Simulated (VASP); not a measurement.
# Hf3AlN4 (Pm-3m) in VASP: notebook

Runs on Hf3AlN4. Level: PBE. Tasks: relaxation of cell and atoms.

Everything below comes from runs of VASP 6.6.1. Logs are shortened: lines on timing, memory, paths and dates and some standing lists are left out, and cuts for length are marked.

**1. The cell of the first run**

The structure is cubic, space group Pm-3m (No. 221). The conventional cell has a = 4.872 Å, b = 4.872 Å, c = 4.872 Å, α = 90.00°, β = 90.00°, γ = 90.00°. Within 3.2 Å of Hf (site symmetry 4/mmm) lie 6 N at 2.44 Å. Al (site symmetry m-3m) has 6 N at 2.44 Å within 3.2 Å. Within 3.2 Å of N (site symmetry m-3m) lie 6 Hf at 2.44 Å. Within 3.2 Å of N (site symmetry 4/mmm) lie 4 Hf at 2.44 Å and 2 Al at 2.44 Å.

**2. Relaxation of cell and atoms, PBE**

The input, INCAR:

```
SYSTEM = Hf3AlN4
PREC     = Accurate       ! precision mode
ENCUT    = 600            ! plane-wave cutoff, eV
EDIFF    = 1E-7           ! SCF threshold, eV
ISMEAR   = 0              ! smearing method
SIGMA    = 0.1            ! smearing width, eV
LREAL    = .False.        ! projectors in reciprocal space
LASPH    = .True.         ! aspherical terms in the spheres
NELM     = 100            ! most SCF steps
ALGO     = Normal         ! electronic algorithm
ISIF     = 3              ! what is computed and relaxed
LWAVE    = .False.        ! write WAVECAR
LCHARG   = .False.        ! write CHGCAR
GGA      = PE             ! functional
IBRION   = 2              ! ionic algorithm
NSW      = 90             ! ionic steps
EDIFFG   = -0.04          ! ionic threshold
```

The input, KPOINTS:

```
regular mesh
0
Gamma
  4 4 4
  0 0 0
```

The input, POSCAR:

```
Hf3AlN4
1.0
    4.8724416100      0.0000000000      0.0000000000
    0.0000000000      4.8724416100      0.0000000000
    0.0000000000      0.0000000000      4.8724416100
Hf Al N
3 1 4
Direct
    0.5000000000      0.0000000000      0.5000000000
    0.0000000000      0.5000000000      0.5000000000
    0.5000000000      0.5000000000      0.0000000000
    0.0000000000      0.0000000000      0.0000000000
    0.5000000000      0.5000000000      0.5000000000
    0.0000000000      0.5000000000      0.0000000000
    0.5000000000      0.0000000000      0.0000000000
    0.0000000000      0.0000000000      0.5000000000
```

Potentials or basis: VASP PAW PBE potentials, release 64 (Hf_pv, Al, N).

Run with:

```
$ cat potpaw_PBE.64/Hf_pv/POTCAR potpaw_PBE.64/Al/POTCAR potpaw_PBE.64/N/POTCAR > POTCAR
$ mpirun -np 1 vasp_std > vasp.out
```

OUTCAR:

```text
SYSTEM = Hf3AlN4
   PREC = Accurate
   ENCUT = 600
   EDIFF = 1E-7
   ISMEAR = 0
   LREAL = .False.
   LASPH = .True.
   NELM = 100
   ISIF = 3
   GGA = PE
   IBRION = 2
   NSW = 90
   EDIFFG = -0.04

 ion  position               nearest neighbor table
   1  0.500  0.000  0.500-   5 2.44   7 2.44   8 2.44   7 2.44   5 2.44   8 2.44   3 3.45   4 3.45
                             2 3.45   2 3.45   3 3.45   3 3.45   3 3.45   2 3.45   4 3.45   4 3.45
   2  0.000  0.500  0.500-   5 2.44   6 2.44   8 2.44   6 2.44   8 2.44   5 2.44   3 3.45   4 3.45
                             1 3.45   1 3.45   4 3.45   3 3.45   4 3.45   1 3.45   3 3.45   4 3.45
   3  0.500  0.500  0.000-   5 2.44   6 2.44   7 2.44   5 2.44   7 2.44   6 2.44   1 3.45   2 3.45
                             1 3.45   1 3.45   4 3.45   2 3.45   1 3.45   2 3.45   4 3.45   4 3.45
   4  0.000  0.000  0.000-   6 2.44   7 2.44   8 2.44   8 2.44   6 2.44   7 2.44   1 3.45   2 3.45
                             1 3.45   2 3.45   3 3.45   2 3.45   2 3.45   1 3.45   3 3.45   3 3.45
   5  0.500  0.500  0.500-   1 2.44   2 2.44   3 2.44   3 2.44   1 2.44   2 2.44
   6  0.000  0.500  0.000-   2 2.44   3 2.44   4 2.44   2 2.44   4 2.44   3 2.44
   7  0.500  0.000  0.000-   1 2.44   3 2.44   4 2.44   1 2.44   3 2.44   4 2.44
   8  0.000  0.000  0.500-   1 2.44   2 2.44   4 2.44   4 2.44   2 2.44   1 2.44

  LATTYP: Found a simple cubic cell.
 ALAT       =     4.8724416100

  Lattice vectors:

 A1 = (   4.8724416100,   0.0000000000,   0.0000000000)
 A2 = (   0.0000000000,   4.8724416100,   0.0000000000)
 A3 = (   0.0000000000,   0.0000000000,   4.8724416100)

Analysis of symmetry for initial positions (statically):
=====================================================================
 Subroutine PRICEL returns:
 Original cell was already a primitive cell.

 Routine SETGRP: Setting up the symmetry group for a
 simple cubic supercell.

 Subroutine GETGRP returns: Found 48 space group operations
 (whereof 48 operations were pure point group operations)
 out of a pool of 48 trial point group operations.

The static configuration has the point symmetry O_h .

Analysis of symmetry for dynamics (positions and initial velocities):
=====================================================================
 Subroutine PRICEL returns:
 Original cell was already a primitive cell.

 Routine SETGRP: Setting up the symmetry group for a
 simple cubic supercell.

 Subroutine GETGRP returns: Found 48 space group operations
 (whereof 48 operations were pure point group operations)
 out of a pool of 48 trial point group operations.

The dynamic configuration has the point symmetry O_h .

 Subroutine INISYM returns: Found 48 space group operations
 (whereof 48 operations are pure point group operations),
 and found     1 'primitive' translations

----------------------------------------------------------------------------------------

                                     Primitive cell

  volume of cell :     115.6751

  direct lattice vectors                    reciprocal lattice vectors
     4.872441610  0.000000000  0.000000000     0.205235913  0.000000000  0.000000000
     0.000000000  4.872441610  0.000000000     0.000000000  0.205235913  0.000000000
     0.000000000  0.000000000  4.872441610     0.000000000  0.000000000  0.205235913

  length of vectors
     4.872441610  4.872441610  4.872441610     0.205235913  0.205235913  0.205235913

  position of ions in fractional coordinates (direct lattice)
     0.500000000  0.000000000  0.500000000
     0.000000000  0.500000000  0.500000000
     0.500000000  0.500000000  0.000000000
     0.000000000  0.000000000  0.000000000
     0.500000000  0.500000000  0.500000000
     0.000000000  0.500000000  0.000000000
     0.500000000  0.000000000  0.000000000
     0.000000000  0.000000000  0.500000000

  ion indices of the primitive-cell ions
   primitive index   ion index
                 1           1
                 2           2
                 3           3
                 4           4
                 5           5
                 6           6
                 7           7
                 8           8

----------------------------------------------------------------------------------------

 KPOINTS: regular mesh

Automatic generation of k-mesh.
 Grid dimensions read from file:
 generate k-points for:    4    4    4

 Generating k-lattice:

  Cartesian coordinates                     Fractional coordinates (reciprocal lattice)
     0.051308978  0.000000000  0.000000000     0.250000000  0.000000000  0.000000000
     0.000000000  0.051308978  0.000000000     0.000000000  0.250000000  0.000000000
     0.000000000  0.000000000  0.051308978     0.000000000  0.000000000  0.250000000

  Length of vectors
     0.051308978  0.051308978  0.051308978

  Shift w.r.t. Gamma in fractional coordinates (k-lattice)
     0.000000000  0.000000000  0.000000000

 Subroutine IBZKPT returns following result:
 ===========================================

 Found     10 irreducible k-points:

 Following reciprocal coordinates:
            Coordinates               Weight
  0.000000  0.000000  0.000000      1.000000
  0.250000  0.000000  0.000000      6.000000
  0.500000  0.000000  0.000000      3.000000
  0.250000  0.250000  0.000000     12.000000
  0.500000  0.250000  0.000000     12.000000
  0.500000  0.500000  0.000000      3.000000
  0.250000  0.250000  0.250000      8.000000
  0.500000  0.250000  0.250000     12.000000
  0.500000  0.500000  0.250000      6.000000
  0.500000  0.500000  0.500000      1.000000
   k-points           NKPTS =     10   k-points in BZ     NKDIM =     10   number of bands    NBANDS=     31
   number of dos      NEDOS =    301   number of ions     NIONS =      8
   total plane-waves  NPLWV =  64000
   dimension x,y,z NGX =    40 NGY =   40 NGZ =   40
   dimension x,y,z NGXF=    80 NGYF=   80 NGZF=   80
   ions per type =               3   1   4
   NGX,Y,Z   is equivalent  to a cutoff of  13.65, 13.65, 13.65 a.u.
   NGXF,Y,Z  is equivalent  to a cutoff of  27.30, 27.30, 27.30 a.u.
 SYSTEM =  Hf3AlN4
   PREC   = accura    normal or accurate (medium, high low for compatibility)
   ISTART =      0    job   : 0-new  1-cont  2-samecut
   ICHARG =      2    charge: 1-file 2-atom 10-const
   ISPIN  =      1    spin polarized calculation?
   LNONCOLLINEAR =      F non collinear calculations
   LSORBIT =      F    spin-orbit coupling
   LASPH  =      T    aspherical Exc in radial PAW
   ENCUT  =  600.0 eV  44.10 Ry    6.64 a.u.   9.73  9.73  9.73*2*pi/ulx,y,z
   NELM   =    100;   NELMIN=  2; NELMDL= -5     # of ELM steps
   EDIFF  = 0.1E-06   stopping-criterion for ELM
   LREAL  =      F    real-space projection
   EDIFFG = -.4E-01   stopping-criterion for IOM
   NSW    =     90    number of steps for IOM
   IBRION =      2    ionic relax: 0-MD 1-quasi-New 2-CG
   NFREE  =      1    steps in history (QN), initial steepest desc. (CG)
   ISIF   =      3    stress and relaxation
   ISYM   =      2    0-nonsym 1-usesym 2-fastsym
   POTIM  = 0.5000    time-step for ionic-motion
   TEBEG  =    0.0;   TEEND  =   0.0 temperature during run
   PSTRESS=    0.0 pullay stress
   NELECT =      53.0000    total number of electrons
   NUPDOWN=      -1.0000    fix difference up-down
   EMIN   =  10.00;   EMAX   =-10.00  energy-range for DOS
   EFERMI =   0.00;   METHOD = LEGACY
   ISMEAR =     0;   SIGMA  =   0.10  broadening in eV -4-tet -1-fermi 0-gaus
   EFERMI_NEDOS =   21; number of points for ismear=-14 and -15
   IALGO  =     38    algorithm
   IMIX   =      4    mixing-type and parameters
     AMIX     =   0.40;   BMIX     =  1.00
     AMIX_MAG =   1.60;   BMIX_MAG =  1.00
  volume/ion in A,a.u.               =      14.46        97.58
  Fermi-wavevector in a.u.,A,eV,Ry     =   1.262080  2.384985 21.671977  1.592845
  Thomas-Fermi vector in A             =   2.395506
   LORBIT       =      0    0 simple, 1 ext, 2 COOP (PROOUT), +10 PAW based schemes
   GGA     = PE    functional components
   LHFCALC =     F    Hartree Fock is set to
   AEXX    =    0.0000 exact exchange contribution
   IVDW    =     0    specifies the selected vdW correction
   LEPSILON=     F    determine dielectric tensor
   LRPA    =     F    only Hartree local field effects (RPA)
 conjugate gradient relaxation of ions
 non-spin polarized calculation
 Gauss-broadening in eV      SIGMA  =   0.10
  energy-cutoff  :      600.00
  volume of cell :      115.68
 maximum number of plane-waves:      3900
 NGX is ok and might be reduce to    40
   NGX = 19   NGY = 19   NGZ = 19

--------------------------------------- Ionic step        1  -------------------------------------------

 number of electron      53.0000006 magnetization

 Free energy of the ion-electron system (eV)
  ---------------------------------------------------
  ext. energy  EPLUGINS =         0.00000000
  ---------------------------------------------------
  free energy    TOTEN  =       -74.77937956 eV

  energy without entropy =      -74.75625904  energy(sigma->0) =      -74.76781930

------------------------ aborting loop because EDIFF is reached ----------------------------------------

  FORCE on cell =-STRESS in cart. coord.  units (eV):
  Direction    XX          YY          ZZ          XY          YZ          ZX
  --------------------------------------------------------------------------------------
  -------------------------------------------------------------------------------------
  Total      -25.6041260    -25.6041260    -25.6041260      0.0000000      0.0000000     -0.0000000
  in kB     -354.6341939   -354.6341939   -354.6341939      0.0000000      0.0000000     -0.0000000
  external PRESSURE =    -354.6341939 kB  Pullay stress =       0.0000000 kB
[... 27 lines left out ...]
  energy  without entropy=      -74.7562590403  energy(sigma->0) =      -74.76781930

--------------------------------------- Ionic step        2  -------------------------------------------

 number of electron      52.9999993 magnetization

 E-fermi :  11.3243     XC(G=0): -13.7108

 val. band max:       11.2614396259   @ k =   0.2500   0.2500   0.2500
 cond. band min:      11.4448932562   @ k =   0.2500   0.0000   0.0000
 fundamental gap:      0.1834536302
 Fermi energy:        11.3242796532

 k-point     1 :       0.0000    0.0000    0.0000
  band No.  band energies     occupation
      1     -20.2022      2.00000
      2     -20.2022      2.00000
      3     -20.2022      2.00000
      4     -19.3475      2.00000
      5     -19.3475      2.00000
      6     -19.3475      2.00000
[... 452 lines left out ...]
  energy  without entropy=      -78.3178910464  energy(sigma->0) =      -78.32611305

--------------------------------------- Ionic step        5  -------------------------------------------

 number of electron      52.9999991 magnetization

 Free energy of the ion-electron system (eV)
  ---------------------------------------------------
  ext. energy  EPLUGINS =         0.00000000
  ---------------------------------------------------
  free energy    TOTEN  =       -78.33592613 eV

  energy without entropy =      -78.32042914  energy(sigma->0) =      -78.32817764

 E-fermi :   8.7569     XC(G=0): -12.4032

 val. band max:        8.7206256139   @ k =   0.2500   0.2500   0.2500
 cond. band min:       8.8331358929   @ k =   0.2500   0.0000   0.0000
 fundamental gap:      0.1125102790
 Fermi energy:         8.7568780079

 k-point     1 :       0.0000    0.0000    0.0000
  band No.  band energies     occupation
      1     -22.9688      2.00000
      2     -22.9688      2.00000
      3     -22.9688      2.00000
      4     -22.6227      2.00000
      5     -22.6227      2.00000
      6     -22.6227      2.00000
[... 364 lines left out ...]
  FREE ENERGIE OF THE ION-ELECTRON SYSTEM (eV)
  ---------------------------------------------------
  free  energy   TOTEN  =       -78.3359261293 eV

  energy  without entropy=      -78.3204291443  energy(sigma->0) =      -78.32817764

 reached required accuracy - stopping structural energy minimisation
```

Run time: 5.1 min. Hardware: 1 thread of Intel Xeon 8259CL, shared host; peak memory 0.28 GiB.

What came out:

- Free energy: -78.3359 eV
- Relaxed volume: 11.22 Å³/atom
- Relaxed cell: a = 4.477 Å, b = 4.477 Å, c = 4.477 Å, α = 90.00°, β = 90.00°, γ = 90.00°
- Space group after relaxing (to 0.1 Å): Pm-3m (No. 221)
- Energy gained by relaxing: 444.6 meV/atom
- Ionic steps: 5
- Pressure after relaxing: 0.1 GPa
- Band gap on the k mesh: zero (an odd number of electrons rules out a gap without spin polarisation)

The path:
| step | energy change (eV) | largest force (eV/Å) | pressure (GPa) | volume (Å³) |
| --- | --- | --- | --- | --- |
| 1 | 0.0000 | 0.0000 | -35.46 | 115.68 |
| 2 | 1.7338 | 0.0000 | 106.65 | 69.94 |
| 3 | -3.5420 | 0.0000 | -3.39 | 91.14 |
| 4 | -3.5550 | 0.0000 | -1.14 | 90.22 |
| 5 | -3.5565 | 0.0000 | 0.06 | 89.76 |

Final structure:
```cif
data_structure
_symmetry_space_group_name_H-M 'P 1'
_symmetry_Int_Tables_number 1
_cell_length_a 4.4774
_cell_length_b 4.4774
_cell_length_c 4.4774
_cell_angle_alpha 90.000
_cell_angle_beta 90.000
_cell_angle_gamma 90.000
_cell_volume 89.76
loop_
_atom_site_label
_atom_site_type_symbol
_atom_site_fract_x
_atom_site_fract_y
_atom_site_fract_z
_atom_site_occupancy
Hf1 Hf 0.50000 0.00000 0.50000 1
Hf2 Hf 0.00000 0.50000 0.50000 1
Hf3 Hf 0.50000 0.50000 0.00000 1
Al1 Al 0.00000 0.00000 0.00000 1
N1 N 0.50000 0.50000 0.50000 1
N2 N 0.00000 0.50000 0.00000 1
N3 N 0.50000 0.00000 0.00000 1
N4 N 0.00000 0.00000 0.50000 1
```

Levels at points of the mesh, in eV from the Fermi level:
| k point | band 23 | band 24 | band 25 | band 26 | band 27 | band 28 | band 29 | band 30 |
| --- | --- | --- | --- | --- | --- | --- | --- | --- |
| (0.00, 0.00, 0.00) | -3.02 | -3.02 | -3.02 | -2.83 | -2.83 | -2.83 | -1.31 | 0.99 |
| (0.50, 0.00, 0.00) | -3.92 | -3.43 | -3.43 | -2.32 | -0.44 | 1.41 | 1.41 | 2.08 |
| (0.50, 0.50, 0.00) | -4.69 | -4.69 | -3.81 | 2.08 | 2.13 | 2.13 | 2.22 | 2.40 |
| (0.50, 0.50, 0.50) | -5.90 | -4.25 | -4.25 | 2.21 | 2.21 | 2.21 | 2.95 | 3.67 |

Caveat: the volume moved by over 15 % at a fixed basis, so the end points are rough; spin-orbit coupling is left out, which moves the levels of the heavy elements.

(Continued in part 2 of 2.)
